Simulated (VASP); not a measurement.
# Tc (Fm-3m) in VASP: notebook

Tc is run at these levels: PBEsol; tasks: single point, relaxation of volume and atoms at fixed shape.

Everything below comes from runs of VASP 6.6.1. Logs are shortened: lines on timing, memory, paths and dates and some standing lists are left out, and cuts for length are marked.

## (1) The cell of the first run

Symmetry: Fm-3m, No. 225, cubic system. Conventional cell: a = 3.835 Å, b = 3.835 Å, c = 3.835 Å, α = 90.00°, β = 90.00°, γ = 90.00°. Within 3.6 Å of Tc (site symmetry m-3m) lie 12 Tc at 2.71 Å.

This isn't the form of Tc at room conditions, which is hcp.

## (2) Single point, PBEsol

Input file INCAR:

```
PREC     = Accurate       # precision mode
ENCUT    = 500            # plane-wave cutoff, eV
EDIFF    = 1E-6           # SCF threshold, eV
ISMEAR   = -1             # smearing method
SIGMA    = 0.1            # smearing width, eV
LREAL    = F              # projectors in reciprocal space
LASPH    = T              # aspherical terms in the spheres
NELM     = 120            # most SCF steps
ALGO     = Normal         # electronic algorithm
ISIF     = 2              # what is computed and relaxed
LWAVE    = F              # write WAVECAR
LCHARG   = F              # write CHGCAR
GGA      = PS             # functional
NBANDS   = 12             # bands
GGA_COMPAT= F
```

Input file KPOINTS:

```
Automatic mesh
0
Gamma
  8 8 8
```

Input file POSCAR:

```
Tc
1.0
    0.0000000000      1.9175856286      1.9175856286
    1.9175856286      0.0000000000      1.9175856286
    1.9175856286      1.9175856286      0.0000000000
Tc
1
Direct
    0.0000000000      0.0000000000      0.0000000000
```

Potentials or basis: VASP PAW PBE potentials, release 64 (Tc_pv).

On the command line:

```bash
$ cat potpaw_PBE.64/Tc_pv/POTCAR > POTCAR
$ mpirun -np 1 vasp_std > vasp.out
```

OUTCAR:

```text
PREC = Accurate
   ENCUT = 500
   EDIFF = 1E-6
   ISMEAR = -1
   LREAL = F
   LASPH = T
   NELM = 120
   ISIF = 2
   GGA = PS

 ion  position               nearest neighbor table
   1  0.000  0.000  0.000-

  LATTYP: Found a face centered cubic cell.
 ALAT       =     3.8351712572

  Lattice vectors:

 A1 = (   0.0000000000,   1.9175856286,   1.9175856286)
 A2 = (   1.9175856286,   0.0000000000,   1.9175856286)
 A3 = (   1.9175856286,   1.9175856286,   0.0000000000)

Analysis of symmetry for initial positions (statically):
=====================================================================
 Subroutine PRICEL returns:
 Original cell was already a primitive cell.

 Routine SETGRP: Setting up the symmetry group for a
 face centered cubic supercell.

 Subroutine GETGRP returns: Found 48 space group operations
 (whereof 48 operations were pure point group operations)
 out of a pool of 48 trial point group operations.

The static configuration has the point symmetry O_h .

Analysis of symmetry for dynamics (positions and initial velocities):
=====================================================================
 Subroutine PRICEL returns:
 Original cell was already a primitive cell.

 Routine SETGRP: Setting up the symmetry group for a
 face centered cubic supercell.

 Subroutine GETGRP returns: Found 48 space group operations
 (whereof 48 operations were pure point group operations)
 out of a pool of 48 trial point group operations.

The dynamic configuration has the point symmetry O_h .

 Subroutine INISYM returns: Found 48 space group operations
 (whereof 48 operations are pure point group operations),
 and found     1 'primitive' translations

----------------------------------------------------------------------------------------

                                     Primitive cell

  volume of cell :      14.1024

  direct lattice vectors                    reciprocal lattice vectors
     0.000000000  1.917585629  1.917585629    -0.260744549  0.260744549  0.260744549
     1.917585629  0.000000000  1.917585629     0.260744549 -0.260744549  0.260744549
     1.917585629  1.917585629  0.000000000     0.260744549  0.260744549 -0.260744549

  length of vectors
     2.711875603  2.711875603  2.711875603     0.451622807  0.451622807  0.451622807

  position of ions in fractional coordinates (direct lattice)
     0.000000000  0.000000000  0.000000000

  ion indices of the primitive-cell ions
[... 74 lines left out ...]
   EDIFF  = 0.1E-05   stopping-criterion for ELM
   LREAL  =      F    real-space projection
   EDIFFG = 0.1E-04   stopping-criterion for IOM
   NSW    =      0    number of steps for IOM
   IBRION =     -1    ionic relax: 0-MD 1-quasi-New 2-CG
   NFREE  =      0    steps in history (QN), initial steepest desc. (CG)
   ISIF   =      2    stress and relaxation
   ISYM   =      2    0-nonsym 1-usesym 2-fastsym
   POTIM  = 0.5000    time-step for ionic-motion
   TEBEG  =    0.0;   TEEND  =   0.0 temperature during run
   PSTRESS=    0.0 pullay stress
   NELECT =      13.0000    total number of electrons
   NUPDOWN=      -1.0000    fix difference up-down
   EMIN   =  10.00;   EMAX   =-10.00  energy-range for DOS
   EFERMI =   0.00;   METHOD = LEGACY
   ISMEAR =    -1;   SIGMA  =   0.10  broadening in eV -4-tet -1-fermi 0-gaus
   EFERMI_NEDOS =   21; number of points for ismear=-14 and -15
   IALGO  =     38    algorithm
   IMIX   =      4    mixing-type and parameters
     AMIX     =   0.40;   BMIX     =  1.00
     AMIX_MAG =   1.60;   BMIX_MAG =  1.00
  volume/ion in A,a.u.               =      14.10        95.17
  Fermi-wavevector in a.u.,A,eV,Ry     =   1.593277  3.010856 34.538803  2.538530
  Thomas-Fermi vector in A             =   2.691532
   LORBIT       =      0    0 simple, 1 ext, 2 COOP (PROOUT), +10 PAW based schemes
   GGA     = PS    functional components
   LHFCALC =     F    Hartree Fock is set to
   AEXX    =    0.0000 exact exchange contribution
   IVDW    =     0    specifies the selected vdW correction
   LEPSILON=     F    determine dielectric tensor
   LRPA    =     F    only Hartree local field effects (RPA)
 non-spin polarized calculation
  energy-cutoff  :      500.00
  volume of cell :       14.10
 maximum number of plane-waves:       370
   NGX =  9   NGY =  9   NGZ =  9

 number of electron      12.9999995 magnetization

 Free energy of the ion-electron system (eV)
  ---------------------------------------------------
  ext. energy  EPLUGINS =         0.00000000
  ---------------------------------------------------
  free energy    TOTEN  =       -11.20030333 eV

  energy without entropy =      -11.16426672  energy(sigma->0) =      -11.18228503

 E-fermi :  12.9551     XC(G=0): -14.0339

 val. band max:       12.9260159643   @ k =  -0.1250   0.1250   0.0000
 cond. band min:      12.9696260213   @ k =   0.5000   0.2500   0.0000
 fundamental gap:      0.0436100569
 Fermi energy:        12.9551036424

 k-point     1 :       0.0000    0.0000    0.0000
  band No.  band energies     occupation
      1     -25.3251      2.00000
      2     -25.3251      2.00000
      3     -25.3251      2.00000
      4       5.3261      2.00000
      5      11.0947      2.00000
      6      11.0947      2.00000
      7      11.0947      2.00000
      8      13.8015      0.00042
      9      13.8015      0.00042
     10      26.9429      0.00000
     11      32.6329      0.00000
     12      32.6329      0.00000
[... 331 lines left out ...]
 k-point    24 :      -0.3750    0.2500    0.1250
  band No.  band energies     occupation
      1     -26.4901      2.00000
      2     -25.8616      2.00000
      3     -25.6162      2.00000
      4       8.6099      2.00000
      5       9.5079      2.00000
      6      11.4142      2.00000
      7      12.3415      1.99568
      8      15.5985      0.00000
      9      20.0884      0.00000
     10      23.2764      0.00000
     11      29.0517      0.00000
     12      30.5503      0.00000

 [... further k-points ...]
[... 5 lines left out ...]
  --------------------------------------------------------------------------------------
  -------------------------------------------------------------------------------------
  Total       -0.0691414     -0.0691414     -0.0691414      0.0000000      0.0000000      0.0000000
  in kB       -7.8551459     -7.8551459     -7.8551459      0.0000000      0.0000000      0.0000000
  external PRESSURE =      -7.8551459 kB  Pullay stress =       0.0000000 kB

 VOLUME and BASIS-vectors are now :
 -----------------------------------------------------------------------------
  energy-cutoff  :      500.00
  volume of cell :       14.10
      direct lattice vectors                 reciprocal lattice vectors
     0.000000000  1.917585629  1.917585629    -0.260744549  0.260744549  0.260744549
     1.917585629  0.000000000  1.917585629     0.260744549 -0.260744549  0.260744549
     1.917585629  1.917585629  0.000000000     0.260744549  0.260744549 -0.260744549

 POSITION                                       TOTAL-FORCE (eV/Angst)
 -----------------------------------------------------------------------------------
      0.00000      0.00000      0.00000        -0.000000     -0.000000      0.000000
 -----------------------------------------------------------------------------------
    total drift:                                0.000000      0.000000      0.000000

  FREE ENERGIE OF THE ION-ELECTRON SYSTEM (eV)
  ---------------------------------------------------
  free  energy   TOTEN  =       -11.2003033346 eV

  energy  without entropy=      -11.1642667196  energy(sigma->0) =      -11.18228503
```

stdout:

```text
POSCAR found type information on POSCAR Tc
 POSCAR found :  1 types and       1 ions
 scaLAPACK will be used
 -----------------------------------------------------------------------------
|                                                                             |
|                                                                             |
|     You enforced a specific xc type in the INCAR file but a different       |
|     I HOPE YOU KNOW WHAT YOU ARE DOING!                                     |
|                                                                             |
 -----------------------------------------------------------------------------

 LDA part: xc-table for (Slater+PW92), standard interpolation
 POSCAR, INCAR and KPOINTS ok, starting setup
 FFT: planning ... GRIDC
 FFT: planning ... GRID_SOFT
 FFT: planning ... GRID
 WAVECAR not read
 entering main loop
```

Wall time 2.5 s (1 thread of Intel Xeon 6975P-C (Granite Rapids), shared host); peak memory 0.12 GiB.

Results:

* Free energy: -11.2003 eV
* Pressure: -0.8 GPa
* Band gap on the k mesh: zero (an odd number of electrons rules out a gap without spin polarisation)

Levels at points of the mesh, in eV from the Fermi level:
```tsv
k point	band 5	band 6	band 7	band 8	band 9	band 10
(0.00, 0.00, 0.00)	-1.86	-1.86	-1.86	0.85	0.85	13.99
(0.50, 0.00, 0.00)	-2.04	-2.04	1.28	2.95	2.95	11.04
(0.50, 0.50, 0.00)	-5.50	2.90	3.55	3.55	3.94	13.17
```

Caveat: the PAW data sets were made with another functional, which shifts forces and pressure a little.

## (3) Relaxation of volume and atoms at fixed shape, PBEsol

This run uses another cell than the first one, of 14.27 Å³/atom.

Input file INCAR:

```
SYSTEM = Tc
PREC = Accurate
ENCUT = 500
EDIFF = 1E-7
ISMEAR = -1
SIGMA = 0.1
LREAL = .False.
LASPH = .True.
NELM = 120
ALGO = Normal
ISIF = 8
LWAVE = .False.
LCHARG = .False.
GGA = PS
IBRION = 2
NSW = 80
EDIFFG = -0.01
GGA_COMPAT = .False.
NELMIN = 4
```

Input file KPOINTS:

```
Automatic mesh
0
Gamma
  8 8 8
  0 0 0
```

Input file POSCAR:

```
Tc
1.0
    0.0000000000      1.9250000000      1.9250000000
    1.9250000000      0.0000000000      1.9250000000
    1.9250000000      1.9250000000      0.0000000000
Tc
1
Direct
    0.0000000000      0.0000000000      0.0000000000
```

Potentials or basis: VASP PAW PBE potentials, release 64 (Tc_pv).

On the command line:

```bash
$ cat potpaw_PBE.64/Tc_pv/POTCAR > POTCAR
$ mpirun -np 1 vasp_std > vasp.out
```

OUTCAR:

```text
SYSTEM = Tc
   PREC = Accurate
   ENCUT = 500
   EDIFF = 1E-7
   ISMEAR = -1
   LREAL = .False.
   LASPH = .True.
   NELM = 120
   ISIF = 8
   GGA = PS
   IBRION = 2
   NSW = 80
   EDIFFG = -0.01
   NELMIN = 4

 ion  position               nearest neighbor table
   1  0.000  0.000  0.000-

  LATTYP: Found a face centered cubic cell.
 ALAT       =     3.8500000000

  Lattice vectors:

 A1 = (   0.0000000000,   1.9250000000,   1.9250000000)
 A2 = (   1.9250000000,   0.0000000000,   1.9250000000)
 A3 = (   1.9250000000,   1.9250000000,   0.0000000000)

Analysis of symmetry for initial positions (statically):
=====================================================================
 Subroutine PRICEL returns:
 Original cell was already a primitive cell.

 Routine SETGRP: Setting up the symmetry group for a
 face centered cubic supercell.

 Subroutine GETGRP returns: Found 48 space group operations
 (whereof 48 operations were pure point group operations)
 out of a pool of 48 trial point group operations.

The static configuration has the point symmetry O_h .

Analysis of symmetry for dynamics (positions and initial velocities):
=====================================================================
 Subroutine PRICEL returns:
 Original cell was already a primitive cell.

 Routine SETGRP: Setting up the symmetry group for a
 face centered cubic supercell.

 Subroutine GETGRP returns: Found 48 space group operations
 (whereof 48 operations were pure point group operations)
 out of a pool of 48 trial point group operations.

The dynamic configuration has the point symmetry O_h .

 Subroutine INISYM returns: Found 48 space group operations
 (whereof 48 operations are pure point group operations),
 and found     1 'primitive' translations
[... 118 lines left out ...]
   GGA     = PS    functional components
   LHFCALC =     F    Hartree Fock is set to
   AEXX    =    0.0000 exact exchange contribution
   IVDW    =     0    specifies the selected vdW correction
   LEPSILON=     F    determine dielectric tensor
   LRPA    =     F    only Hartree local field effects (RPA)
 conjugate gradient relaxation of ions
 non-spin polarized calculation
  energy-cutoff  :      500.00
  volume of cell :       14.27
 maximum number of plane-waves:       380
   NGX =  9   NGY =  9   NGZ =  9

--------------------------------------- Ionic step        1  -------------------------------------------

 number of electron      12.9999996 magnetization

 Free energy of the ion-electron system (eV)
  ---------------------------------------------------
  ext. energy  EPLUGINS =         0.00000000
  ---------------------------------------------------
  free energy    TOTEN  =       -11.19782063 eV

  energy without entropy =      -11.16117808  energy(sigma->0) =      -11.17949936

------------------------ aborting loop because EDIFF is reached ----------------------------------------

  FORCE on cell =-STRESS in cart. coord.  units (eV):
  Direction    XX          YY          ZZ          XY          YZ          ZX
  --------------------------------------------------------------------------------------
  -------------------------------------------------------------------------------------
  Total       -0.3967182     -0.3967182     -0.3967182     -0.0000000     -0.0000000      0.0000000
  in kB      -44.5523358    -44.5523358    -44.5523358     -0.0000000     -0.0000000      0.0000000
  external PRESSURE =     -44.5523358 kB  Pullay stress =       0.0000000 kB
[... 57 lines left out ...]
--------------------------------------- Ionic step        3  -------------------------------------------

 number of electron      12.9999996 magnetization

 Free energy of the ion-electron system (eV)
  ---------------------------------------------------
  ext. energy  EPLUGINS =         0.00000000
  ---------------------------------------------------
  free energy    TOTEN  =       -11.20063891 eV

  energy without entropy =      -11.16471657  energy(sigma->0) =      -11.18267774

 E-fermi :  12.9934     XC(G=0): -14.0469

 val. band max:       12.9636645759   @ k =  -0.1250   0.1250   0.0000
 cond. band min:      13.0074935399   @ k =   0.5000   0.2500   0.0000
 fundamental gap:      0.0438289640
 Fermi energy:        12.9934397738

 k-point     1 :       0.0000    0.0000    0.0000
  band No.  band energies     occupation
      1     -25.2836      2.00000
      2     -25.2836      2.00000
      3     -25.2836      2.00000
      4       5.3549      2.00000
      5      11.1269      2.00000
      6      11.1269      2.00000
      7      11.1269      2.00000
      8      13.8428      0.00041
      9      13.8428      0.00041
     10      26.9801      0.00000
[... 287 lines left out ...]
 k-point    24 :      -0.3750    0.2500    0.1250
  band No.  band energies     occupation
      1     -26.4570      2.00000
      2     -25.8239      2.00000
      3     -25.5767      2.00000
      4       8.6375      2.00000
      5       9.5351      2.00000
      6      11.4500      2.00000
      7      12.3774      1.99579
      8      15.6453      0.00000
      9      20.1451      0.00000
     10      23.3415      0.00000

 [... further k-points ...]
[... 5 lines left out ...]
  --------------------------------------------------------------------------------------
  -------------------------------------------------------------------------------------
  Total       -0.0079731     -0.0079731     -0.0079731      0.0000000      0.0000000     -0.0000000
  in kB       -0.9077998     -0.9077998     -0.9077998      0.0000000      0.0000000     -0.0000000
  external PRESSURE =      -0.9077998 kB  Pullay stress =       0.0000000 kB
[... 16 lines left out ...]
  FREE ENERGIE OF THE ION-ELECTRON SYSTEM (eV)
  ---------------------------------------------------
  free  energy   TOTEN  =       -11.2006389051 eV

  energy  without entropy=      -11.1647165741  energy(sigma->0) =      -11.18267774

 reached required accuracy - stopping structural energy minimisation
```

CONTCAR:

```text
Tc
   1.00000000000000
     0.0000000000000000    1.9161916603587754    1.9161916603587754
     1.9161916603587754    0.0000000000000000    1.9161916603587754
     1.9161916603587754    1.9161916603587754    0.0000000000000000
  Tc
     1
Direct
     0.0000000000000000    0.0000000000000000    0.0000000000000000

  0.00000000E+00  0.00000000E+00  0.00000000E+00
```

Run time: 5.4 s. Hardware: 1 thread of Intel Xeon 6975P-C (Granite Rapids), shared host; peak memory 0.13 GiB.

Results:

| Property | Result |
| --- | --- |
| Free energy | -11.2006 eV |
| Relaxed volume | 14.07 Å³/atom |
| Relaxed cell | a = 2.710 Å, b = 2.710 Å, c = 2.710 Å, α = 60.00°, β = 60.00°, γ = 60.00° |
| Space group after relaxing (to 0.1 Å) | Fm-3m (No. 225) |
| Energy gained by relaxing | 2.8 meV/atom |
| Ionic steps | 3 |
| Pressure after relaxing | -0.1 GPa |
| Band gap on the k mesh | zero (an odd number of electrons rules out a gap without spin polarisation) |

The path:
```
step  energy change (eV)  largest force (eV/Å)  pressure (GPa)  volume (Å³)
   1              0.0000                0.0000           -4.46        14.27
   2              0.0262                0.0000           16.03        13.46
   3             -0.0028                0.0000           -0.09        14.07
```

Final structure:
```
Tc
1.0
     0.00000    1.91619    1.91619
     1.91619    0.00000    1.91619
     1.91619    1.91619    0.00000
Tc
1
Direct
  0.00000 0.00000 0.00000
```

Caveat: the PAW data sets were made with another functional, which shifts forces and pressure a little.

The gap in the log of VASP goes by the Fermi energy; the results here count the filled bands.